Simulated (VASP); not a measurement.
# FeCo (Wairauite) (Pm-3m) in VASP: notebook

The runs below take FeCo (Wairauite) through single point, with LDA.

Program: VASP 6.6.1. These are calculated values, not measurements. Logs are shortened: lines on timing, memory, paths and dates and some standing lists are left out, and cuts for length are marked.

### Step 1. The cell of the first run

It takes space group Pm-3m (No. 221, cubic). Conventional cell: a = 2.857 Å, b = 2.857 Å, c = 2.857 Å, α = 90.00°, β = 90.00°, γ = 90.00°. Fe (site symmetry m-3m) has 8 Co at 2.47 Å and 6 Fe at 2.86 Å within 3.3 Å. Co (site symmetry m-3m) has 8 Fe at 2.47 Å and 6 Co at 2.86 Å within 3.3 Å.

### Step 2. Single point, LDA, collinear spin, ferrimagnetic start

File INCAR:

```
PREC = Accurate
ENCUT = 600
EDIFF = 1E-6
ISMEAR = 0
SIGMA = 0.1
LREAL = False
LASPH = True
NELM = 200
ALGO = Normal
ISIF = 2
LWAVE = False
LCHARG = True
ISPIN = 2
MAGMOM = 3.5 -2.5
LORBIT = 11
LMAXMIX = 4
LELF = True
LVHAR = True
NBANDS = 20
GGA_COMPAT = False
```

File KPOINTS:

```
Automatic mesh
0
Gamma
  8 8 8
```

File POSCAR:

```
FeCo
1.0
    2.8570000000      0.0000000000      0.0000000000
    0.0000000000      2.8570000000      0.0000000000
    0.0000000000      0.0000000000      2.8570000000
Fe Co
1 1
Direct
    0.5000000000      0.5000000000      0.5000000000
    0.0000000000      0.0000000000      0.0000000000
```

Potentials or basis: VASP PAW LDA potentials, release 64 (Fe, Co).

Launch:

```console
> cat potpaw_LDA.64/Fe/POTCAR potpaw_LDA.64/Co/POTCAR > POTCAR
> mpirun -np 1 vasp_std > vasp.out
```

OUTCAR:

```text
PREC = Accurate
   ENCUT = 600
   EDIFF = 1E-6
   ISMEAR = 0
   LREAL = False
   LASPH = True
   NELM = 200
   ISIF = 2
   ISPIN = 2
   LORBIT = 11

 ion  position               nearest neighbor table
   1  0.500  0.500  0.500-   2 2.47   2 2.47   2 2.47   2 2.47   2 2.47   2 2.47   2 2.47   2 2.47

   2  0.000  0.000  0.000-   1 2.47   1 2.47   1 2.47   1 2.47   1 2.47   1 2.47   1 2.47   1 2.47

  LATTYP: Found a simple cubic cell.
 ALAT       =     2.8570000000

  Lattice vectors:

 A1 = (   2.8570000000,   0.0000000000,   0.0000000000)
 A2 = (   0.0000000000,   2.8570000000,   0.0000000000)
 A3 = (   0.0000000000,   0.0000000000,   2.8570000000)

Analysis of symmetry for initial positions (statically):
=====================================================================
 Subroutine PRICEL returns:
 Original cell was already a primitive cell.

 Routine SETGRP: Setting up the symmetry group for a
 simple cubic supercell.

 Subroutine GETGRP returns: Found 48 space group operations
 (whereof 48 operations were pure point group operations)
 out of a pool of 48 trial point group operations.

The static configuration has the point symmetry O_h .

Analysis of symmetry for dynamics (positions and initial velocities):
=====================================================================
 Subroutine PRICEL returns:
 Original cell was already a primitive cell.

 Routine SETGRP: Setting up the symmetry group for a
 simple cubic supercell.

 Subroutine GETGRP returns: Found 48 space group operations
 (whereof 48 operations were pure point group operations)
 out of a pool of 48 trial point group operations.

The dynamic configuration has the point symmetry O_h .

Analysis of structural, dynamic, and magnetic symmetry:
=====================================================================
 Subroutine PRICEL returns:
 Original cell was already a primitive cell.

 Routine SETGRP: Setting up the symmetry group for a
 simple cubic supercell.

 Subroutine GETGRP returns: Found 48 space group operations
 (whereof 48 operations were pure point group operations)
 out of a pool of 48 trial point group operations.

The overall configuration has the point symmetry O_h .

 Subroutine INISYM returns: Found 48 space group operations
 (whereof 48 operations are pure point group operations),
 and found     1 'primitive' translations

----------------------------------------------------------------------------------------

                                     Primitive cell

  volume of cell :      23.3201

  direct lattice vectors                    reciprocal lattice vectors
     2.857000000  0.000000000  0.000000000     0.350017501  0.000000000  0.000000000
     0.000000000  2.857000000  0.000000000     0.000000000  0.350017501  0.000000000
     0.000000000  0.000000000  2.857000000     0.000000000  0.000000000  0.350017501

  length of vectors
     2.857000000  2.857000000  2.857000000     0.350017501  0.350017501  0.350017501

  position of ions in fractional coordinates (direct lattice)
     0.500000000  0.500000000  0.500000000
     0.000000000  0.000000000  0.000000000

  ion indices of the primitive-cell ions
   primitive index   ion index
                 1           1
                 2           2

----------------------------------------------------------------------------------------

 KPOINTS: Automatic mesh

Automatic generation of k-mesh.
 Grid dimensions read from file:
 generate k-points for:    8    8    8

 Generating k-lattice:

  Cartesian coordinates                     Fractional coordinates (reciprocal lattice)
     0.043752188  0.000000000  0.000000000     0.125000000  0.000000000  0.000000000
     0.000000000  0.043752188  0.000000000     0.000000000  0.125000000  0.000000000
     0.000000000  0.000000000  0.043752188     0.000000000  0.000000000  0.125000000

  Length of vectors
     0.043752188  0.043752188  0.043752188

  Shift w.r.t. Gamma in fractional coordinates (k-lattice)
     0.000000000  0.000000000  0.000000000

 Subroutine IBZKPT returns following result:
 ===========================================

 Found     35 irreducible k-points:

 Following reciprocal coordinates:
            Coordinates               Weight
  0.000000  0.000000  0.000000      1.000000
  0.125000  0.000000  0.000000      6.000000
  0.250000  0.000000  0.000000      6.000000
  0.375000  0.000000  0.000000      6.000000
  0.500000  0.000000  0.000000      3.000000
  0.125000  0.125000  0.000000     12.000000
[... 16 lines left out ...]
  0.375000  0.375000  0.125000     24.000000
  0.500000  0.375000  0.125000     24.000000
 [... further k-points ...]
   k-points           NKPTS =     35   k-points in BZ     NKDIM =     35   number of bands    NBANDS=     20
   number of dos      NEDOS =    301   number of ions     NIONS =      2
   total plane-waves  NPLWV =  13824
   dimension x,y,z NGX =    24 NGY =   24 NGZ =   24
   dimension x,y,z NGXF=    48 NGYF=   48 NGZF=   48
   ions per type =               1   1
   NGX,Y,Z   is equivalent  to a cutoff of  13.97, 13.97, 13.97 a.u.
   NGXF,Y,Z  is equivalent  to a cutoff of  27.93, 27.93, 27.93 a.u.
 SYSTEM =  unknown system
   PREC   = accura    normal or accurate (medium, high low for compatibility)
   ISTART =      0    job   : 0-new  1-cont  2-samecut
   ICHARG =      2    charge: 1-file 2-atom 10-const
   ISPIN  =      2    spin polarized calculation?
   LNONCOLLINEAR =      F non collinear calculations
   LSORBIT =      F    spin-orbit coupling
   LASPH  =      T    aspherical Exc in radial PAW
   ENCUT  =  600.0 eV  44.10 Ry    6.64 a.u.   5.71  5.71  5.71*2*pi/ulx,y,z
   NELM   =    200;   NELMIN=  2; NELMDL= -5     # of ELM steps
   EDIFF  = 0.1E-05   stopping-criterion for ELM
   LREAL  =      F    real-space projection
   EDIFFG = 0.1E-04   stopping-criterion for IOM
   NSW    =      0    number of steps for IOM
   IBRION =     -1    ionic relax: 0-MD 1-quasi-New 2-CG
   NFREE  =      0    steps in history (QN), initial steepest desc. (CG)
   ISIF   =      2    stress and relaxation
   ISYM   =      2    0-nonsym 1-usesym 2-fastsym
   POTIM  = 0.5000    time-step for ionic-motion
   TEBEG  =    0.0;   TEEND  =   0.0 temperature during run
   PSTRESS=    0.0 pullay stress
   NELECT =      17.0000    total number of electrons
   NUPDOWN=      -1.0000    fix difference up-down
   EMIN   =  10.00;   EMAX   =-10.00  energy-range for DOS
   EFERMI =   0.00;   METHOD = LEGACY
   ISMEAR =     0;   SIGMA  =   0.10  broadening in eV -4-tet -1-fermi 0-gaus
   EFERMI_NEDOS =   21; number of points for ismear=-14 and -15
   IALGO  =     38    algorithm
   IMIX   =      4    mixing-type and parameters
     AMIX     =   0.40;   BMIX     =  1.00
     AMIX_MAG =   1.60;   BMIX_MAG =  1.00
  volume/ion in A,a.u.               =      11.66        78.69
  Fermi-wavevector in a.u.,A,eV,Ry     =   1.473378  2.784281 29.536115  2.170843
  Thomas-Fermi vector in A             =   2.588279
   LORBIT       =     11    0 simple, 1 ext, 2 COOP (PROOUT), +10 PAW based schemes
   GGA     = CA    functional components
   LHFCALC =     F    Hartree Fock is set to
   AEXX    =    0.0000 exact exchange contribution
   IVDW    =     0    specifies the selected vdW correction
   LEPSILON=     F    determine dielectric tensor
   LRPA    =     F    only Hartree local field effects (RPA)
 spin polarized calculation
 Gauss-broadening in eV      SIGMA  =   0.10
  energy-cutoff  :      600.00
  volume of cell :       23.32
 maximum number of plane-waves:       804
 NGX is ok and might be reduce to    24
   NGX = 11   NGY = 11   NGZ = 11

 number of electron      16.9999995 magnetization       0.0036317

 number of electron      16.9999995 magnetization      -0.0683436

 Free energy of the ion-electron system (eV)
  ---------------------------------------------------
  ext. energy  EPLUGINS =         0.00000000
  ---------------------------------------------------
  free energy    TOTEN  =       -16.27779458 eV

  energy without entropy =      -16.23734906  energy(sigma->0) =      -16.25757182

 E-fermi :   7.1213     XC(G=0): -13.3146

 val. band max:        7.1146602918   @ k =   0.5000   0.3750   0.2500
 cond. band min:       7.1214155851   @ k =   0.2500   0.1250   0.0000
 fundamental gap:      0.0067552932
 Fermi energy:         7.1213257004

 spin component 1

 k-point     1 :       0.0000    0.0000    0.0000
  band No.  band energies     occupation
      1      -1.1475      1.00000
      2       3.2798      1.00000
      3       3.2798      1.00000
      4       5.5262      1.00000
      5       5.5262      1.00000
      6       5.5262      1.00000
[... 12 lines left out ...]
     19      32.0089      0.00000
     20      32.0089      0.00000
[... 507 lines left out ...]
 k-point    24 :       0.5000    0.3750    0.1250
  band No.  band energies     occupation
      1       3.1126      1.00000
      2       3.2491      1.00000
      3       4.5504      1.00000
      4       4.5634      1.00000
      5       5.8582      1.00000
      6       5.9939      1.00000
[... 12 lines left out ...]
     19      31.9222      0.00000
     20      32.0063      0.00000

 [... further k-points ...]

 spin component 2

 k-point     1 :       0.0000    0.0000    0.0000
  band No.  band energies     occupation
      1      -1.1443      1.00000
      2       3.1572      1.00000
      3       3.1572      1.00000
      4       5.3624      1.00000
      5       5.3624      1.00000
      6       5.3624      1.00000
[... 12 lines left out ...]
     19      32.0156      0.00000
     20      32.0156      0.00000
[... 507 lines left out ...]
 k-point    24 :       0.5000    0.3750    0.1250
  band No.  band energies     occupation
      1       3.1247      1.00000
      2       3.1287      1.00000
      3       4.4404      1.00000
      4       4.4679      1.00000
      5       5.5622      1.00000
      6       6.1085      1.00000
[... 12 lines left out ...]
     19      31.8755      0.00000
     20      32.0691      0.00000

 [... further k-points ...]
[... 5 lines left out ...]
  --------------------------------------------------------------------------------------
  -------------------------------------------------------------------------------------
  Total       -4.7507952     -4.7507952     -4.7507952     -0.0000000      0.0000000     -0.0000000
  in kB     -326.3970103   -326.3970103   -326.3970103     -0.0000000      0.0000000     -0.0000000
  external PRESSURE =    -326.3970103 kB  Pullay stress =       0.0000000 kB

 VOLUME and BASIS-vectors are now :
 -----------------------------------------------------------------------------
  energy-cutoff  :      600.00
  volume of cell :       23.32
      direct lattice vectors                 reciprocal lattice vectors
     2.857000000  0.000000000  0.000000000     0.350017501  0.000000000  0.000000000
     0.000000000  2.857000000  0.000000000     0.000000000  0.350017501  0.000000000
     0.000000000  0.000000000  2.857000000     0.000000000  0.000000000  0.350017501

 POSITION                                       TOTAL-FORCE (eV/Angst)
 -----------------------------------------------------------------------------------
      1.42850      1.42850      1.42850         0.000000      0.000000      0.000000
      0.00000      0.00000      0.00000         0.000000      0.000000      0.000000
 -----------------------------------------------------------------------------------
    total drift:                                0.000000      0.000000     -0.000000

  FREE ENERGIE OF THE ION-ELECTRON SYSTEM (eV)
  ---------------------------------------------------
  free  energy   TOTEN  =       -16.2777945767 eV

  energy  without entropy=      -16.2373490570  energy(sigma->0) =      -16.25757182

 total charge

# of ion       s       p       d       tot
------------------------------------------
    1        0.453   0.475   6.244   7.172
    2        0.472   0.475   7.255   8.202
--------------------------------------------------
tot          0.925   0.950  13.498  15.374

 magnetization (x)

# of ion       s       p       d       tot
------------------------------------------
    1        0.005   0.010   0.781   0.796
    2       -0.013  -0.013  -0.847  -0.873
--------------------------------------------------
tot         -0.008  -0.003  -0.066  -0.077
```

Wall time 25 s (1 thread of Intel Xeon 6975P-C (Granite Rapids), shared host); peak memory 0.16 GiB.

Results:

| Quantity | Value |
| --- | --- |
| Free energy | -16.2778 eV |
| Pressure | -32.6 GPa |
| Net moment | -0.07 μB per cell |
| Site moments | Fe +0.80; Co -0.87 μB |
| Valence electrons inside the program's atomic spheres | Fe 7.17; Co 8.20 |

Levels at points of the mesh, in eV from the Fermi level:
Spin up:
```tsv
k point	band 6	band 7	band 8	band 9	band 10	band 11
(0.00, 0.00, 0.00)	-1.60	-0.10	-0.10	0.70	0.70	0.70
(0.50, 0.00, 0.00)	-1.30	-1.11	-1.11	-0.53	-0.42	0.82
(0.50, 0.50, 0.00)	-0.07	-0.06	0.22	0.52	0.52	0.95
(0.50, 0.50, 0.50)	-2.45	-0.04	-0.04	0.26	0.26	8.54
```
Spin down:
| k point | band 5 | band 6 | band 7 | band 8 | band 9 | band 10 | band 11 | band 12 |
| --- | --- | --- | --- | --- | --- | --- | --- | --- |
| (0.00, 0.00, 0.00) | -1.76 | -1.76 | -0.15 | -0.15 | 0.85 | 0.85 | 0.85 | 9.66 |
| (0.50, 0.00, 0.00) | -1.74 | -1.54 | -1.11 | -0.69 | -0.69 | 0.12 | 0.15 | 1.51 |
| (0.50, 0.50, 0.00) | -0.78 | -0.55 | 0.09 | 0.52 | 0.52 | 0.75 | 1.02 | 1.02 |
| (0.50, 0.50, 0.50) | -2.31 | -2.31 | -0.75 | -0.75 | 0.78 | 0.78 | 8.43 | 8.43 |

### Step 3. Single point, LDA, collinear spin, ferrimagnetic start

File INCAR:

```
SYSTEM = FeCo
ALGO = Normal ; EDIFF = 1E-6
ENCUT = 600 ; GGA = CA
GGA_COMPAT = .FALSE. ; ISIF = 2
ISMEAR = 0 ; ISPIN = 2
LASPH = .TRUE. ; LCHARG = .FALSE.
LMAXMIX = 4 ; LORBIT = 11
LREAL = .FALSE. ; LWAVE = .FALSE.
MAGMOM = 3.5 -2.5 ; NBANDS = 20
NELM = 200 ; PREC = Accurate
SIGMA = 0.1
```

File KPOINTS:

```
k-points
0
G
  8 8 8
  0 0 0
```

POSCAR is that of step 2.

Potentials or basis: VASP PAW LDA potentials, release 64 (Fe, Co).

Launch:

```console
> cat potpaw_LDA.64/Fe/POTCAR potpaw_LDA.64/Co/POTCAR > POTCAR
> mpirun -np 1 vasp_std > vasp.out
```

Wall time 24 s (1 thread of Intel Xeon 6975P-C (Granite Rapids), shared host); peak memory 0.15 GiB.

Results (log left out):

```
Free energy                                           : -16.2778 eV
Pressure                                              : -32.6 GPa
Net moment                                            : -0.07 μB per cell
Site moments                                          : Fe +0.80; Co -0.87 μB
Valence electrons inside the program's atomic spheres : Fe 7.17; Co 8.20
```

Levels at points of the mesh, in eV from the Fermi level:
Spin up:
| k point | band 5 | band 6 | band 7 | band 8 | band 9 | band 10 | band 11 | band 12 |
| --- | --- | --- | --- | --- | --- | --- | --- | --- |
| (0.00, 0.00, 0.00) | -1.60 | -1.60 | -0.10 | -0.10 | 0.70 | 0.70 | 0.70 | 9.66 |
| (0.50, 0.00, 0.00) | -1.30 | -1.30 | -1.11 | -1.11 | -0.53 | -0.42 | 0.82 | 0.94 |
| (0.50, 0.50, 0.00) | -0.25 | -0.07 | -0.06 | 0.22 | 0.52 | 0.52 | 0.95 | 0.95 |
| (0.50, 0.50, 0.50) | -2.45 | -2.45 | -0.04 | -0.04 | 0.26 | 0.26 | 8.54 | 8.54 |
Spin down:
```tsv
k point	band 4	band 5	band 6	band 7	band 8	band 9	band 10	band 11	band 12	band 13
(0.00, 0.00, 0.00)	-1.76	-1.76	-1.76	-0.15	-0.15	0.85	0.85	0.85	9.66	9.66
(0.50, 0.00, 0.00)	-1.74	-1.74	-1.54	-1.11	-0.69	-0.69	0.12	0.15	1.51	16.57
(0.50, 0.50, 0.00)	-2.73	-0.78	-0.55	0.09	0.52	0.52	0.75	1.02	1.02	7.20
(0.50, 0.50, 0.50)	-2.31	-2.31	-2.31	-0.75	-0.75	0.78	0.78	8.43	8.43	8.43
```
